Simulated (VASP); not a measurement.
# CdS (P6/mmm) in VASP: notebook, part 2 of 2

VASP 6.6.1. Earlier steps stand in the parts before.

## Step 3: Single point, PBE

This run uses another cell than the first one, of 33.37 Å³/atom.

INCAR reads:

```
SYSTEM = CdS
ALGO = Normal ; EDIFF = 1E-6
ENCUT = 520 ; GGA = PE
ISIF = 2 ; ISMEAR = 0
LASPH = .True. ; LCHARG = .False.
LREAL = .False. ; LWAVE = .False.
NBANDS = 36 ; NELM = 80
PREC = Accurate ; SIGMA = 0.1
```

KPOINTS reads:

```
k-points
0
Gamma
  6 6 2
  0 0 0
```

POSCAR reads:

```
CdS
1.0
    5.0839810624      0.0000000033      0.0000000000
   -2.5419905340      4.4028567508      0.0000000000
    0.0000000000      0.0000000000      8.9436745199
Cd S
3 3
Direct
    0.0000000000      0.0000000000      0.1923735708
    0.0000000000      0.0000000000      0.8076264292
    0.0000000000      0.0000000000      0.5000000000
    0.5000000000      0.0000000000      0.0000000000
    0.0000000000      0.5000000000      0.0000000000
    0.5000000000      0.5000000000      0.0000000000
```

Potentials or basis: VASP PAW PBE potentials, release 64 (Cd, S).

On the command line:

```console
cat potpaw_PBE.64/Cd/POTCAR potpaw_PBE.64/S/POTCAR > POTCAR
mpirun -np 1 vasp_std > vasp.out
```

OUTCAR:

```text
SYSTEM = CdS
   EDIFF = 1E-6
   ENCUT = 520
   GGA = PE
   ISIF = 2
   ISMEAR = 0
   LASPH = .True.
   LREAL = .False.
   NELM = 80
   PREC = Accurate

 ion  position               nearest neighbor table
   1  0.000  0.000  0.192-   3 2.75   4 3.07   4 3.07   5 3.07   5 3.07   6 3.07   6 3.07   2 3.44

   2  0.000  0.000  0.808-   3 2.75   4 3.07   4 3.07   5 3.07   5 3.07   6 3.07   6 3.07   1 3.44

   3  0.000  0.000  0.500-   1 2.75   2 2.75
   4  0.500  0.000  0.000-   6 2.54   6 2.54   5 2.54   5 2.54   1 3.07   1 3.07   2 3.07   2 3.07

   5  0.000  0.500  0.000-   6 2.54   6 2.54   4 2.54   4 2.54   1 3.07   2 3.07   1 3.07   2 3.07

   6  0.500  0.500  0.000-   5 2.54   5 2.54   4 2.54   4 2.54   1 3.07   2 3.07   1 3.07   2 3.07

  LATTYP: Found a hexagonal cell.
 ALAT       =     5.0839810624
 C/A-ratio  =     1.7591872216

  Lattice vectors:

 A1 = (   5.0839810624,   0.0000000033,   0.0000000000)
 A2 = (  -2.5419905340,   4.4028567508,   0.0000000000)
 A3 = (   0.0000000000,   0.0000000000,   8.9436745199)

[... 171 lines left out ...]

 E-fermi :   0.9589     XC(G=0):  -7.6450

 val. band max:        0.9312856963   @ k =   0.3333   0.3333   0.5000
 cond. band min:       1.0175693654   @ k =   0.3333  -0.0000   0.0000
 fundamental gap:      0.0862836691
 Fermi energy:         0.9589275700

 k-point     1 :       0.0000    0.0000    0.0000
  band No.  band energies     occupation
      1     -14.5149      2.00000
      2     -10.1218      2.00000
      3     -10.1218      2.00000
      4      -8.2782      2.00000
      5      -7.8179      2.00000
      6      -7.8179      2.00000
[... 535 lines left out ...]
     35       4.8945      0.00000
     36       7.4925      0.00000

------------------------ aborting loop because EDIFF is reached ----------------------------------------

  FORCE on cell =-STRESS in cart. coord.  units (eV):
  Direction    XX          YY          ZZ          XY          YZ          ZX
  --------------------------------------------------------------------------------------
  -------------------------------------------------------------------------------------
  Total        0.4631406      0.4631406      0.1255939      0.0000000      0.0000000      0.0000000
  in kB        3.7065423      3.7065423      1.0051358      0.0000000      0.0000000      0.0000000
  external PRESSURE =       2.8060734 kB  Pullay stress =       0.0000000 kB

 VOLUME and BASIS-vectors are now :
 -----------------------------------------------------------------------------
  energy-cutoff  :      520.00
  volume of cell :      200.20
      direct lattice vectors                 reciprocal lattice vectors
     5.083981062  0.000000003  0.000000000     0.196696248  0.113562632  0.000000000
    -2.541990534  4.402856751  0.000000000    -0.000000000  0.227125263  0.000000000
     0.000000000  0.000000000  8.943674520     0.000000000  0.000000000  0.111810867

 POSITION                                       TOTAL-FORCE (eV/Angst)
 -----------------------------------------------------------------------------------
      0.00000      0.00000      1.72053         0.000000      0.000000      0.010728
      0.00000      0.00000      7.22315        -0.000000     -0.000000     -0.010728
      0.00000      0.00000      4.47184        -0.000000      0.000000      0.000000
      2.54199      0.00000      0.00000        -0.000000      0.000000      0.000000
     -1.27100      2.20143      0.00000        -0.000000      0.000000      0.000000
      1.27100      2.20143      0.00000        -0.000000      0.000000      0.000000
 -----------------------------------------------------------------------------------
    total drift:                               -0.000000      0.000000     -0.000000

  FREE ENERGIE OF THE ION-ELECTRON SYSTEM (eV)
  ---------------------------------------------------
  free  energy   TOTEN  =       -12.3868537960 eV

  energy  without entropy=      -12.3709957988  energy(sigma->0) =      -12.37892480
```

OSZICAR:

```text
N       E                     dE             d eps       ncg     rms          rms(c)
DAV:   1     0.370404967945E+03    0.37040E+03   -0.25171E+04  1008   0.132E+03
DAV:   2     0.134625694279E+02   -0.35694E+03   -0.34384E+03  1160   0.322E+02
DAV:   3    -0.129737312886E+02   -0.26436E+02   -0.26027E+02  1200   0.810E+01
DAV:   4    -0.134989712001E+02   -0.52524E+00   -0.52110E+00  1196   0.102E+01
DAV:   5    -0.135092088793E+02   -0.10238E-01   -0.10236E-01  1156   0.142E+00    0.168E+01
DAV:   6    -0.124973374218E+02    0.10119E+01   -0.70185E+00  1228   0.109E+01    0.910E+00
DAV:   7    -0.124034785893E+02    0.93859E-01   -0.48158E-01  1060   0.371E+00    0.345E+00
DAV:   8    -0.123883099457E+02    0.15169E-01   -0.79274E-02  1248   0.151E+00    0.399E-01
DAV:   9    -0.123858680713E+02    0.24419E-02   -0.10639E-02  1184   0.659E-01    0.210E-01
DAV:  10    -0.123863556843E+02   -0.48761E-03   -0.29610E-03  1124   0.279E-01    0.864E-02
DAV:  11    -0.123866775945E+02   -0.32191E-03   -0.48303E-04  1104   0.105E-01    0.414E-02
DAV:  12    -0.123868295690E+02   -0.15197E-03   -0.28181E-04  1072   0.761E-02    0.206E-02
DAV:  13    -0.123868408933E+02   -0.11324E-04   -0.14700E-05  1136   0.211E-02    0.918E-03
DAV:  14    -0.123868528523E+02   -0.11959E-04   -0.17031E-05  1020   0.193E-02    0.388E-03
DAV:  15    -0.123868539117E+02   -0.10593E-05   -0.26281E-06   912   0.895E-03    0.284E-03
DAV:  16    -0.123868537960E+02    0.11565E-06   -0.51611E-07   752   0.356E-03
   1 F= -.12386854E+02 E0= -.12378925E+02  d E =-.158580E-01
```

stdout:

```text
POSCAR found type information on POSCAR CdS
 POSCAR found :  2 types and       6 ions
 scaLAPACK will be used
 LDA part: xc-table for (Slater+PW92), standard interpolation
 POSCAR, INCAR and KPOINTS ok, starting setup
 FFT: planning ... GRIDC
 FFT: planning ... GRID_SOFT
 FFT: planning ... GRID
 WAVECAR not read
 entering main loop
```

Wall time 52 s (1 thread of Intel Xeon 6975P-C (Granite Rapids), shared host); peak memory 0.35 GiB.

What came out:

```yaml
Free_energy: -12.3869 eV
Pressure: 0.3 GPa
Largest_force: 0.011 eV/Å
Band_gap_on_the_k_mesh: zero (bands 27 and 28 overlap by 1.94 eV)
```

Forces in eV/Å, atoms in the order of the input:
```
Cd   0.000  0.000  0.011
Cd   0.000  0.000 -0.011
Cd   0.000  0.000  0.000
S    0.000  0.000  0.000
S    0.000  0.000  0.000
S    0.000  0.000  0.000
```

Levels at points of the mesh, in eV from the Fermi level:
```csv
k point,band 23,band 24,band 25,band 26,band 27,band 28,band 29,band 30,band 31,band 32
"(0.00, 0.00, 0.00)",-4.00,-1.10,-0.78,-0.78,-0.77,2.31,3.46,3.46,3.47,3.86
"(0.50, 0.00, 0.00)",-2.40,-2.19,-1.88,-1.85,-1.27,-0.70,0.69,1.80,2.93,3.49
"(0.00, 0.00, 0.50)",-3.23,-2.60,-0.78,-0.78,0.64,2.31,2.39,3.02,3.02,3.71
"(0.50, 0.00, 0.50)",-2.30,-2.18,-1.88,-1.85,-1.29,-0.83,1.10,1.53,2.56,3.00
```

## Step 4: Relaxation of cell and atoms, PBE

INCAR reads:

```
  ALGO = Normal
  EDIFF = 1E-6
  EDIFFG = -0.04
  ENCUT = 600
  GGA = PE
  IBRION = 2
  ISIF = 3
  ISMEAR = 0
  LASPH = T
  LCHARG = F
  LREAL = F
  LWAVE = F
  NELM = 100
  NSW = 90
  PREC = Accurate
  SIGMA = 0.1
```

KPOINTS reads:

```
k-points
0
Gamma
  6 6 2
```

POSCAR reads:

```
CdS
1.0
    4.4792476300      0.0000000000      0.0000000000
   -2.2396238200      3.8791422400      0.0000000000
    0.0000000000      0.0000000000      9.6675359500
Cd S
3 3
Direct
    0.0000000000      0.0000000000      0.1744121300
    0.0000000000      0.0000000000      0.8255878700
    0.0000000000      0.0000000000      0.5000000000
    0.5000000000      0.0000000000      0.0000000000
    0.0000000000      0.5000000000      0.0000000000
    0.5000000000      0.5000000000      0.0000000000
```

On the command line:

```console
cat potpaw_PBE.64/Cd/POTCAR potpaw_PBE.64/S/POTCAR > POTCAR
mpirun -np 1 vasp_std > vasp.out
```

Wall time 3.6 min (1 thread of Intel Xeon 6975P-C (Granite Rapids), shared host); peak memory 0.35 GiB.

The run converged. Its results:

| Quantity | Value |
| --- | --- |
| Free energy | -12.3810 eV |
| Relaxed volume | 33.65 Å³/atom |
| Relaxed cell | a = 5.102 Å, b = 5.102 Å, c = 8.958 Å, α = 90.00°, β = 90.00°, γ = 120.00° |
| Space group after relaxing (to 0.1 Å) | P6/mmm (No. 191) |
| Energy gained by relaxing | 407.3 meV/atom |
| Ionic steps | 8 |
| Pressure after relaxing | 0.0 GPa |
| Largest force after relaxing | 0.026 eV/Å |
| Band gap on the k mesh | zero (bands 27 and 28 overlap by 1.96 eV) |

Forces on the atoms (eV/Å):
```
Cd   0.000  0.000 -0.026
Cd   0.000  0.000  0.026
Cd   0.000  0.000  0.000
S    0.000  0.000  0.000
S    0.000  0.000  0.000
S    0.000  0.000  0.000
```

Stress tensor (GPa, compression positive):
```
 0.02  0.00  0.00
 0.00  0.02  0.00
 0.00  0.00 -0.06
```

The path:
```tsv
step	energy change (eV)	largest force (eV/Å)	pressure (GPa)	volume (Å³)
1	0.0000	2.5028	11.42	167.98
2	-2.1259	0.4399	-1.41	220.46
3	-2.1272	0.4828	-1.17	218.37
4	-2.3136	0.3619	-0.98	212.18
5	-2.4400	0.0104	-0.35	204.49
6	-2.4423	0.1093	-0.12	202.85
7	-2.4427	0.0680	-0.20	203.38
8	-2.4441	0.0264	0.00	201.90
```

Final structure:
```xyz
6
Lattice="5.1015 0.0000 0.0000 -2.5508 4.4180 0.0000 0.0000 0.0000 8.9578" Properties=species:S:1:pos:R:3 pbc="T T T"
Cd    5.1015    0.0000    1.7265
Cd   -2.5508    4.4180    7.2313
Cd    0.0000    0.0000    4.4789
S     2.5508    0.0000    0.0000
S    -1.2754    2.2090    0.0000
S     1.2754    2.2090    0.0000
```

Levels at points of the mesh, in eV from the Fermi level:
```tsv
k point	band 25	band 26	band 27	band 28	band 29	band 30
(0.00, 0.00, 0.00)	-0.76	-0.76	-0.76	2.28	3.44	3.44
(0.50, 0.00, 0.00)	-1.85	-1.82	-1.24	-0.69	0.72	1.80
(0.00, 0.00, 0.50)	-0.76	-0.76	0.68	2.28	2.38	3.02
(0.50, 0.00, 0.50)	-1.85	-1.82	-1.26	-0.83	1.13	1.53
```

Caveat: the volume moved by over 15 % at a fixed basis, so the end points are rough.

## Step 5: Single point, PBE

This run uses another cell than the first one, of 33.46 Å³/atom.

INCAR reads:

```
SYSTEM = CdS
PREC = Accurate
ENCUT = 520
EDIFF = 1E-6
ISMEAR = 0
SIGMA = 0.1
LREAL = .FALSE.
LASPH = .TRUE.
NELM = 80
ALGO = Normal
ISIF = 2
LWAVE = .FALSE.
LCHARG = .FALSE.
GGA = PE
NBANDS = 36
```

KPOINTS reads:

```
regular mesh
0
G
  12 12 4
  0 0 0
```

POSCAR reads:

```
CdS
1.0
    5.1046147727      0.0000000000      0.0000000000
   -2.5523073863      4.4207260697      0.0000000000
    0.0000000000      0.0000000000      8.8966184907
Cd S
3 3
Direct
    0.0000000000      0.0000000000      0.1914276038
    0.0000000000      0.0000000000      0.8085723962
    0.0000000000      0.0000000000      0.5000000000
    0.5000000000      0.0000000000      0.0000000000
    0.0000000000      0.5000000000      0.0000000000
    0.5000000000      0.5000000000      0.0000000000
```

On the command line:

```console
cat potpaw_PBE.64/Cd/POTCAR potpaw_PBE.64/S/POTCAR > POTCAR
mpirun -np 1 vasp_std > vasp.out
```

It took 2.8 min on 1 thread of Intel Xeon 6975P-C (Granite Rapids), shared host; peak memory 0.53 GiB.

Results (log left out):

```
Free energy            : -12.5461 eV
Pressure               : 0.1 GPa
Largest force          : 0.015 eV/Å
Band gap on the k mesh : zero (bands 27 and 28 overlap by 1.90 eV)
```

Forces in eV/Å, atoms in the order of the input:
```
Cd   0.000  0.000 -0.015
Cd   0.000  0.000  0.015
Cd   0.000  0.000  0.000
S    0.000  0.000  0.000
S    0.000  0.000  0.000
S    0.000  0.000  0.000
```

Stress tensor (GPa, compression positive):
```
0.01 0.00 0.00
0.00 0.01 0.00
0.00 0.00 0.17
```

Levels at points of the mesh, in eV from the Fermi level:
| k point | band 23 | band 24 | band 25 | band 26 | band 27 | band 28 | band 29 | band 30 | band 31 | band 32 |
| --- | --- | --- | --- | --- | --- | --- | --- | --- | --- | --- |
| (0.00, 0.00, 0.00) | -4.05 | -1.16 | -0.78 | -0.77 | -0.77 | 2.24 | 3.40 | 3.40 | 3.49 | 3.82 |
| (0.50, 0.00, 0.00) | -2.42 | -2.21 | -1.83 | -1.83 | -1.26 | -0.72 | 0.66 | 1.78 | 2.87 | 3.44 |
| (0.00, 0.00, 0.50) | -3.24 | -2.64 | -0.77 | -0.77 | 0.58 | 2.24 | 2.40 | 2.94 | 2.94 | 3.66 |
| (0.50, 0.00, 0.50) | -2.29 | -2.20 | -1.83 | -1.83 | -1.28 | -0.86 | 1.08 | 1.52 | 2.56 | 2.93 |

## Step 6: Overview

```csv
task,cell,k mesh,cutoff (eV),gap on the mesh (eV),pressure (GPa),largest force (eV/Å)
single point,"a = 4.479, b = 4.479, c = 9.668 Å, angles 90.0, 90.0, 120.0°, 6 atoms, atomic positions A",6 × 6 × 2,520,none,11.4,2.50
single point,"a = 5.084, b = 5.084, c = 8.944 Å, angles 90.0, 90.0, 120.0°, 6 atoms, atomic positions B",6 × 6 × 2,520,none,0.3,0.01
relaxation of cell and atoms,"relaxed from a = 4.479, b = 4.479, c = 9.668 Å, angles 90.0, 90.0, 120.0°, 6 atoms, atomic positions A",6 × 6 × 2,600,none,0.0,0.03
single point,"a = 5.105, b = 5.105, c = 8.897 Å, angles 90.0, 90.0, 120.0°, 6 atoms, atomic positions C",12 × 12 × 4,520,none,0.1,0.01
```

Alike in all rows: level PBE; potentials or basis VASP PAW PBE potentials, release 64 (Cd, S); no spin polarisation; smearing gaussian 0.1 eV.

Caveats: the stress differs along the axes, from 2 to 16 GPa (at least some runs); forces of over 1 eV/Å act on the atoms, so gaps and moduli don't describe the material at rest (at least some runs); the volume moved by over 15 % at a fixed basis, so the end points are rough (at least some runs).

Total energies depend on the potentials used, so only differences within one code and one set of settings carry meaning.

The gap in the log of VASP goes by the Fermi energy; the results here count the filled bands.